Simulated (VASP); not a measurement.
# Al3Cu (Pmma) in VASP: single point with PBEsol

Aim: the single point of Al3Cu with PBEsol.

All numbers are computed with VASP 6.6.1; they aren't measurements. Logs are shortened: lines on timing, memory, paths and dates and some standing lists are left out, and cuts for length are marked.

**1. The cell of the first run**

The structure is orthorhombic, space group Pmma (No. 51). The conventional cell has a = 15.206 Å, b = 2.780 Å, c = 2.780 Å, α = 90.00°, β = 90.00°, γ = 90.00°. Within 4.0 Å of Al (site symmetry 2/m) lie 16 Al at 2.78 to 3.93 Å and 2 Cu at 3.81 Å. Al (site symmetry m) has 4 Cu at 2.55 to 2.62 Å and 9 Al at 2.78 to 3.36 Å within 3.4 Å. Cu (site symmetry mm2) has 8 Al at 2.55 to 2.62 Å and 4 Cu at 2.78 Å within 3.4 Å.

**2. Single point, PBEsol (atoms displaced along a vibrational mode)**

File INCAR:

```
SYSTEM = Al3Cu
PREC     = Accurate       ! precision mode
ENCUT    = 520            ! plane-wave cutoff, eV
EDIFF    = 1E-6           ! SCF threshold, eV
ISMEAR   = 0              ! smearing method
SIGMA    = 0.15           ! smearing width, eV
LREAL    = .False.        ! projectors in reciprocal space
LASPH    = .True.         ! aspherical terms in the spheres
NELM     = 60             ! most SCF steps
ALGO     = Fast           ! electronic algorithm
ISIF     = 2              ! what is computed and relaxed
LWAVE    = .False.        ! write WAVECAR
LCHARG   = .False.        ! write CHGCAR
GGA      = PS             ! functional
NBANDS   = 30             ! bands
```

File KPOINTS:

```
regular mesh
0
Gamma
  18 18 4
  0 0 0
```

File POSCAR:

```
Al3Cu
1.0
    2.7796830131      0.0000000000      0.0000000000
    0.0000000000      2.7796830131      0.0000000000
    0.0000000000      0.0000000000     15.2059141556
Al Cu
6 2
Direct
    0.0000000000      0.0000000000      0.2500000000
    0.0000000000      0.0000000000      0.7500000000
    0.4125672517      0.5000000000      0.1103442137
    0.5874327483      0.5000000000      0.6103442137
    0.5874327483      0.5000000000      0.3896557863
    0.4125672517      0.5000000000      0.8896557863
   -0.1079259752      0.0000000000      0.0000000000
    0.1079259752      0.0000000000      0.5000000000
```

Potentials or basis: VASP PAW PBE potentials, release 64 (Al, Cu).

Started as:

```bash
$ cat potpaw_PBE.64/Al/POTCAR potpaw_PBE.64/Cu/POTCAR > POTCAR
$ mpirun -np 1 vasp_std > vasp.out
```

OUTCAR:

```text
SYSTEM = Al3Cu
   PREC = Accurate
   ENCUT = 520
   EDIFF = 1E-6
   ISMEAR = 0
   LREAL = .False.
   LASPH = .True.
   NELM = 60
   ISIF = 2
   GGA = PS

 ion  position               nearest neighbor table
   1  0.000  0.000  0.250-   3 2.79   5 2.79   3 2.79   5 2.79   5 3.02   5 3.02   3 3.02   3 3.02

   2  0.000  0.000  0.750-   4 2.79   6 2.79   4 2.79   6 2.79   4 3.02   4 3.02   6 3.02   6 3.02

   3  0.413  0.500  0.110-   7 2.55   7 2.55   7 2.62   7 2.62   1 2.79   1 2.79   1 3.02   1 3.02
                             6 3.36
   4  0.587  0.500  0.610-   8 2.55   8 2.55   8 2.62   8 2.62   2 2.79   2 2.79   2 3.02   2 3.02
                             5 3.36
   5  0.587  0.500  0.390-   8 2.55   8 2.55   8 2.62   8 2.62   1 2.79   1 2.79   1 3.02   1 3.02
                             4 3.36
   6  0.413  0.500  0.890-   7 2.55   7 2.55   7 2.62   7 2.62   2 2.79   2 2.79   2 3.02   2 3.02
                             3 3.36
   7  0.892  0.000  0.000-   3 2.55   6 2.55   3 2.55   6 2.55   3 2.62   6 2.62   3 2.62   6 2.62

   8  0.108  0.000  0.500-   4 2.55   5 2.55   4 2.55   5 2.55   4 2.62   5 2.62   4 2.62   5 2.62

  LATTYP: Found a simple tetragonal cell.
 ALAT       =     2.7796830131
 C/A-ratio  =     5.4703770480

  Lattice vectors:

 A1 = (   2.7796830131,   0.0000000000,   0.0000000000)
 A2 = (   0.0000000000,   2.7796830131,   0.0000000000)
 A3 = (   0.0000000000,   0.0000000000,  15.2059141556)

Analysis of symmetry for initial positions (statically):
=====================================================================
 Subroutine PRICEL returns:
 Original cell was already a primitive cell.

 Routine SETGRP: Setting up the symmetry group for a
 simple tetragonal supercell.

 Subroutine GETGRP returns: Found  8 space group operations
 (whereof  4 operations were pure point group operations)
 out of a pool of 16 trial point group operations.

The static configuration has the point symmetry C_2v.
 The point group associated with its full space group is D_2h.

Analysis of symmetry for dynamics (positions and initial velocities):
=====================================================================
 Subroutine PRICEL returns:
 Original cell was already a primitive cell.

 Routine SETGRP: Setting up the symmetry group for a
 simple tetragonal supercell.

 Subroutine GETGRP returns: Found  8 space group operations
 (whereof  4 operations were pure point group operations)
 out of a pool of 16 trial point group operations.

The dynamic configuration has the point symmetry C_2v.
 The point group associated with its full space group is D_2h.

 Subroutine INISYM returns: Found  8 space group operations
 (whereof  4 operations are pure point group operations),
 and found     1 'primitive' translations

----------------------------------------------------------------------------------------

                                     Primitive cell

  volume of cell :     117.4906

  direct lattice vectors                    reciprocal lattice vectors
     2.779683013  0.000000000  0.000000000     0.359753251  0.000000000  0.000000000
     0.000000000  2.779683013  0.000000000     0.000000000  0.359753251  0.000000000
     0.000000000  0.000000000 15.205914156     0.000000000  0.000000000  0.065763886

  length of vectors
     2.779683013  2.779683013 15.205914156     0.359753251  0.359753251  0.065763886

  position of ions in fractional coordinates (direct lattice)
     0.000000000  0.000000000  0.250000000
     0.000000000  0.000000000  0.750000000
     0.412567252  0.500000000  0.110344214
     0.587432748  0.500000000  0.610344214
     0.587432748  0.500000000  0.389655786
     0.412567252  0.500000000  0.889655786
     0.892074025  0.000000000  0.000000000
     0.107925975  0.000000000  0.500000000

  ion indices of the primitive-cell ions
   primitive index   ion index
                 1           1
                 2           2
                 3           3
                 4           4
                 5           5
                 6           6
                 7           7
                 8           8

----------------------------------------------------------------------------------------

 KPOINTS: regular mesh

Automatic generation of k-mesh.
 Grid dimensions read from file:
 generate k-points for:   18   18    4

 Generating k-lattice:

  Cartesian coordinates                     Fractional coordinates (reciprocal lattice)
     0.019986292  0.000000000  0.000000000     0.055555556  0.000000000  0.000000000
     0.000000000  0.019986292  0.000000000     0.000000000  0.055555556  0.000000000
     0.000000000  0.000000000  0.016440971     0.000000000  0.000000000  0.250000000

  Length of vectors
     0.019986292  0.019986292  0.016440971

  Shift w.r.t. Gamma in fractional coordinates (k-lattice)
     0.000000000  0.000000000  0.000000000

 Subroutine IBZKPT returns following result:
 ===========================================

 Found    300 irreducible k-points:

 Following reciprocal coordinates:
            Coordinates               Weight
  0.000000  0.000000  0.000000      1.000000
  0.055556  0.000000  0.000000      2.000000
  0.000000  0.055556  0.000000      2.000000
  0.111111  0.000000  0.000000      2.000000
  0.000000  0.111111  0.000000      2.000000
  0.166667  0.000000  0.000000      2.000000
[... 16 lines left out ...]
  0.166667  0.055556  0.000000      4.000000
 -0.055556  0.166667  0.000000      4.000000
 [... further k-points ...]
   k-points           NKPTS =    300   k-points in BZ     NKDIM =    300   number of bands    NBANDS=     30
   number of dos      NEDOS =    301   number of ions     NIONS =      8
   total plane-waves  NPLWV =  69120
   dimension x,y,z NGX =    24 NGY =   24 NGZ =  120
   dimension x,y,z NGXF=    48 NGYF=   48 NGZF=  240
   ions per type =               6   2
   NGX,Y,Z   is equivalent  to a cutoff of  14.35, 14.35, 13.12 a.u.
   NGXF,Y,Z  is equivalent  to a cutoff of  28.71, 28.71, 26.24 a.u.
 SYSTEM =  Al3Cu
   PREC   = accura    normal or accurate (medium, high low for compatibility)
   ISTART =      0    job   : 0-new  1-cont  2-samecut
   ICHARG =      2    charge: 1-file 2-atom 10-const
   ISPIN  =      1    spin polarized calculation?
   LNONCOLLINEAR =      F non collinear calculations
   LSORBIT =      F    spin-orbit coupling
   LASPH  =      T    aspherical Exc in radial PAW
   ENCUT  =  520.0 eV  38.22 Ry    6.18 a.u.   5.17  5.17 28.27*2*pi/ulx,y,z
   NELM   =     60;   NELMIN=  2; NELMDL= -5     # of ELM steps
   EDIFF  = 0.1E-05   stopping-criterion for ELM
   LREAL  =      F    real-space projection
   EDIFFG = 0.1E-04   stopping-criterion for IOM
   NSW    =      0    number of steps for IOM
   IBRION =     -1    ionic relax: 0-MD 1-quasi-New 2-CG
   NFREE  =      0    steps in history (QN), initial steepest desc. (CG)
   ISIF   =      2    stress and relaxation
   ISYM   =      2    0-nonsym 1-usesym 2-fastsym
   POTIM  = 0.5000    time-step for ionic-motion
   TEBEG  =    0.0;   TEEND  =   0.0 temperature during run
   PSTRESS=    0.0 pullay stress
   NELECT =      40.0000    total number of electrons
   NUPDOWN=      -1.0000    fix difference up-down
   EMIN   =  10.00;   EMAX   =-10.00  energy-range for DOS
   EFERMI =   0.00;   METHOD = LEGACY
   ISMEAR =     0;   SIGMA  =   0.15  broadening in eV -4-tet -1-fermi 0-gaus
   EFERMI_NEDOS =   21; number of points for ismear=-14 and -15
   IALGO  =     68    algorithm
   IMIX   =      4    mixing-type and parameters
     AMIX     =   0.40;   BMIX     =  1.00
     AMIX_MAG =   1.60;   BMIX_MAG =  1.00
  volume/ion in A,a.u.               =      14.69        99.11
  Fermi-wavevector in a.u.,A,eV,Ry     =   1.143125  2.160193 17.779212  1.306735
  Thomas-Fermi vector in A             =   2.279821
   LORBIT       =      0    0 simple, 1 ext, 2 COOP (PROOUT), +10 PAW based schemes
   GGA     = PS    functional components
   LHFCALC =     F    Hartree Fock is set to
   AEXX    =    0.0000 exact exchange contribution
   IVDW    =     0    specifies the selected vdW correction
   LEPSILON=     F    determine dielectric tensor
   LRPA    =     F    only Hartree local field effects (RPA)
 non-spin polarized calculation
 RMM-DIIS sequential band-by-band and
 Gauss-broadening in eV      SIGMA  =   0.15
  energy-cutoff  :      520.00
  volume of cell :      117.49
 maximum number of plane-waves:      3217
 NGX is ok and might be reduce to    24
   NGX = 11   NGY = 11   NGZ = 57

 number of electron      40.0000006 magnetization

 Free energy of the ion-electron system (eV)
  ---------------------------------------------------
  ext. energy  EPLUGINS =         0.00000000
  ---------------------------------------------------
  free energy    TOTEN  =       -33.86704945 eV

  energy without entropy =      -33.84266525  energy(sigma->0) =      -33.85485735

 E-fermi :   8.4220     XC(G=0): -10.9400

 val. band max:        8.4030853116   @ k =  -0.2222   0.2778   0.0000
 cond. band min:       8.4235772703   @ k =  -0.1111   0.2778   0.0000
 fundamental gap:      0.0204919586
 Fermi energy:         8.4219532326

 k-point     1 :       0.0000    0.0000    0.0000
  band No.  band energies     occupation
      1      -2.8086      2.00000
      2      -2.1638      2.00000
      3      -2.1633      2.00000
      4      -0.4009      2.00000
      5      -0.1213      2.00000
      6       2.4690      2.00000
[... 22 lines left out ...]
     29      15.7655      0.00000
     30      16.0548      0.00000

 k-point     2 :       0.0556    0.0000    0.0000
  band No.  band energies     occupation
      1      -2.7488      2.00000
      2      -2.1060      2.00000
      3      -2.1031      2.00000
      4      -0.3471      2.00000
      5      -0.0616      2.00000
      6       2.5200      2.00000
[... 22 lines left out ...]
     29      15.9260      0.00000
     30      16.4710      0.00000

 k-point     3 :       0.0000    0.0556    0.0000
  band No.  band energies     occupation
      1      -2.7488      2.00000
      2      -2.1060      2.00000
      3      -2.1030      2.00000
      4      -0.3470      2.00000
      5      -0.0615      2.00000
      6       2.5201      2.00000
[... 682 lines left out ...]
     29      15.3885      0.00000
     30      15.4011      0.00000

 k-point    24 :      -0.0556    0.1667    0.0000
  band No.  band energies     occupation
      1      -2.2131      2.00000
      2      -1.5869      2.00000
      3      -1.5639      2.00000
      4       0.1318      2.00000
      5       0.4729      2.00000
      6       2.9562      2.00000
[... 22 lines left out ...]
     29      15.3514      0.00000
     30      15.3749      0.00000

 [... further k-points ...]
[... 5 lines left out ...]
  --------------------------------------------------------------------------------------
  -------------------------------------------------------------------------------------
  Total        0.2984954      0.8905529      0.4731117      0.0000000      0.0000000      0.0000000
  in kB        4.0704760     12.1441534      6.4516563      0.0000000      0.0000000      0.0000000
  external PRESSURE =       7.5554286 kB  Pullay stress =       0.0000000 kB

 VOLUME and BASIS-vectors are now :
 -----------------------------------------------------------------------------
  energy-cutoff  :      520.00
  volume of cell :      117.49
      direct lattice vectors                 reciprocal lattice vectors
     2.779683013  0.000000000  0.000000000     0.359753251  0.000000000  0.000000000
     0.000000000  2.779683013  0.000000000     0.000000000  0.359753251  0.000000000
     0.000000000  0.000000000 15.205914156     0.000000000  0.000000000  0.065763886

 POSITION                                       TOTAL-FORCE (eV/Angst)
 -----------------------------------------------------------------------------------
      0.00000      0.00000      3.80148         0.000000     -0.000000      0.000000
      0.00000      0.00000     11.40444        -0.000000     -0.000000      0.000000
      1.14681      1.38984      1.67788         0.069196     -0.000000     -0.006750
      1.63288      1.38984      9.28084        -0.069196     -0.000000     -0.006750
      1.63288      1.38984      5.92507        -0.069196      0.000000      0.006750
      1.14681      1.38984     13.52803         0.069196     -0.000000      0.006750
      2.47968      0.00000      0.00000         0.203770     -0.000000      0.000000
      0.30000      0.00000      7.60296        -0.203770     -0.000000      0.000000
 -----------------------------------------------------------------------------------
    total drift:                                0.000000     -0.000000      0.000000

  FREE ENERGIE OF THE ION-ELECTRON SYSTEM (eV)
  ---------------------------------------------------
  free  energy   TOTEN  =       -33.8670494489 eV

  energy  without entropy=      -33.8426652465  energy(sigma->0) =      -33.85485735
```

Run time: 32 min. Hardware: 1 thread of Intel Xeon Platinum 8259CL at 2.50GHz (Skylake/Cascade Lake), shared host; peak memory 0.88 GiB.

What came out:

```yaml
Free_energy: -33.8670 eV
Pressure: 0.8 GPa
Largest_force: 0.204 eV/Å
Band_gap_on_the_k_mesh: zero (bands 20 and 21 overlap by 5.84 eV)
```

Forces on the atoms (eV/Å):
```
Al   0.000  0.000  0.000
Al   0.000  0.000  0.000
Al   0.069  0.000 -0.007
Al  -0.069  0.000 -0.007
Al  -0.069  0.000  0.007
Al   0.069  0.000  0.007
Cu   0.204  0.000  0.000
Cu  -0.204  0.000  0.000
```

Levels at points of the mesh, in eV from the Fermi level:
| k point | band 16 | band 17 | band 18 | band 19 | band 20 | band 21 | band 22 | band 23 | band 24 | band 25 |
| --- | --- | --- | --- | --- | --- | --- | --- | --- | --- | --- |
| (0.00, 0.00, 0.00) | -3.30 | -3.30 | -1.85 | 0.44 | 4.00 | 5.46 | 6.35 | 6.41 | 6.62 | 6.78 |
| (0.50, 0.00, 0.00) | -3.59 | -3.59 | -2.65 | -2.65 | -2.09 | -0.78 | -0.76 | -0.09 | 0.52 | 2.78 |
| (0.00, 0.50, 0.00) | -3.59 | -3.59 | -2.67 | -2.40 | -1.94 | -1.06 | -1.04 | 0.03 | 0.75 | 2.61 |
| (0.50, 0.50, 0.00) | -1.60 | -0.64 | -0.45 | -0.37 | -0.29 | -0.14 | -0.02 | 0.50 | 0.58 | 0.71 |
| (0.00, 0.00, 0.50) | -3.30 | -2.95 | -2.95 | 2.00 | 2.00 | 6.37 | 6.37 | 6.77 | 6.77 | 6.85 |
| (0.50, 0.00, 0.50) | -3.59 | -3.05 | -3.05 | -2.21 | -2.21 | -1.30 | -1.30 | 1.12 | 1.12 | 2.07 |
| (0.00, 0.50, 0.50) | -3.59 | -3.05 | -3.05 | -1.81 | -1.81 | -1.74 | -1.74 | 1.32 | 1.32 | 1.88 |
| (0.50, 0.50, 0.50) | -0.99 | -0.97 | -0.97 | -0.39 | -0.39 | -0.32 | -0.32 | 0.63 | 0.63 | 1.33 |

Caveat: the cell differs from its parent crystal (atoms displaced along a vibrational mode); the PAW data sets were made with another functional, which shifts forces and pressure a little.
